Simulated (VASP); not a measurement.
Write the native input for VASP 6.6.1 that does the following.

```yaml
Task: single point
Functional: r2SCAN
Potentials_or_basis: VASP PAW PBE potentials, release 64 (Si, C)
Cutoff: 520 eV
k_mesh: 6 × 6 × 6
Occupations: gaussian, width 0.01 eV
Spin: no spin polarisation
Dipole_correction: no
Further_INCAR_settings: ALGO = Normal; EDIFF = 1e-06; NBANDS = 11
```

The system is SiC.

```
Si C
1.0
     0.00000    2.17805    2.17805
     2.17805    0.00000    2.17805
     2.17805    2.17805    0.00000
Si C
1 1
Cartesian
  0.0000 0.0000 0.0000
  1.0890 1.0890 1.0890
```

The input as run:

POSCAR

```
SiC
1.0
    0.0000000000      2.1780523454      2.1780523454
    2.1780523454      0.0000000000      2.1780523454
    2.1780523454      2.1780523454      0.0000000000
Si C
1 1
Direct
    0.0000000000      0.0000000000      0.0000000000
    0.2500000000      0.2500000000      0.2500000000
```

INCAR.step1

```
ALGO = Normal ; EDIFF = 1E-4
ENCUT = 520 ; GGA = PE
ISMEAR = 0 ; LASPH = True
LCHARG = False ; LREAL = False
LWAVE = True ; NBANDS = 11
NELM = 80 ; PREC = Accurate
SIGMA = 0.01
```

INCAR.step2

```
ALGO = Normal ; EDIFF = 1E-6
ENCUT = 520 ; ISIF = 2
ISMEAR = 0 ; ISTART = 1
LASPH = True ; LCHARG = False
LMIXTAU = True ; LREAL = False
LWAVE = False ; METAGGA = R2SCAN
NBANDS = 11 ; NELM = 80
PREC = Accurate ; SIGMA = 0.01
```

KPOINTS

```
k-points
0
Gamma
  6 6 6
```

Potentials or basis: VASP PAW PBE potentials, release 64 (Si, C).

The run is started by

```bash
$ cat potpaw_PBE.64/Si/POTCAR potpaw_PBE.64/C/POTCAR > POTCAR
$ cp INCAR.step1 INCAR
$ mpirun -np 1 vasp_std > vasp.out
$ cp INCAR.step2 INCAR
$ mpirun -np 1 vasp_std > vasp.out
```

It gave:

| Property | Result |
| --- | --- |
| Pressure | -0.1 GPa |
| Band gap on the k mesh | 1.72 eV, indirect (least direct gap 5.06 eV) |

Caveat: the PAW data sets were made with another functional, which shifts forces and pressure a little.

Wall time 70 s on 1 thread of AMD EPYC 7R13 (shared host), peak memory 0.11 GiB.
